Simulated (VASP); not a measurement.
Set up this calculation in VASP 6.6.1, as the native input.

```yaml
Task: electric field gradients
Functional: PBEsol
Potentials_or_basis: VASP PAW PBE potentials, release 64 (Ta_pv, N)
Cutoff: 520 eV
k_mesh: 12 × 12 × 10
Occupations: fermi-dirac, width 0.02 eV
Spin: no spin polarisation
Dipole_correction: no
Further_INCAR_settings: ALGO = Normal; EDIFF = 1e-08; NBANDS = 15
```

The structure of TaN lies in POSCAR:

```
TaN
1.0
    2.9083200731      0.0000000000      0.0000000000
   -1.4541600366      2.5186790657      0.0000000000
    0.0000000000      0.0000000000      2.8538767967
Ta N
1 1
Direct
    0.3333333333      0.6666666667      0.5000000000
    0.0000000000      0.0000000000      0.0000000000
```

This cell differs from its parent crystal: volume scaled by 0.97.

One way to write it, as run:

INCAR

```
PREC = Accurate ; ENCUT = 520
EDIFF = 1E-8 ; ISMEAR = -1
SIGMA = 0.02 ; LREAL = False
LASPH = True ; NELM = 100
ALGO = Normal ; ISIF = 2
LWAVE = False ; LCHARG = False
GGA = PS ; LEFG = True
NBANDS = 15
```

KPOINTS

```
Automatic mesh
0
Gamma
  12 12 10
```

Potentials or basis: VASP PAW PBE potentials, release 64 (Ta_pv, N).

Command:

```sh
$ cat potpaw_PBE.64/Ta_pv/POTCAR potpaw_PBE.64/N/POTCAR > POTCAR
$ mpirun -np 1 vasp_std > vasp.out
```

Results of the run:

```json
{"Pressure": "7.2 GPa", "Band gap on the k mesh": "zero (band 8 reaches 8.82 eV, above the bottom of band 9 at 8.30 eV)"}
```

Caveat: without QUAD_EFG the Cq values of the log hold for a quadrupole moment of 1 mb, not for the nuclei; the PAW data sets were made with another functional, which shifts forces and pressure a little; spin-orbit coupling is left out, which moves the levels of the heavy elements.

Wall time 49 s on 1 thread of Intel(R) Xeon(R) Platinum 8259CL CPU @ 2.50GHz (Skylake/Cascade Lake) (shared host), peak memory 0.16 GiB.
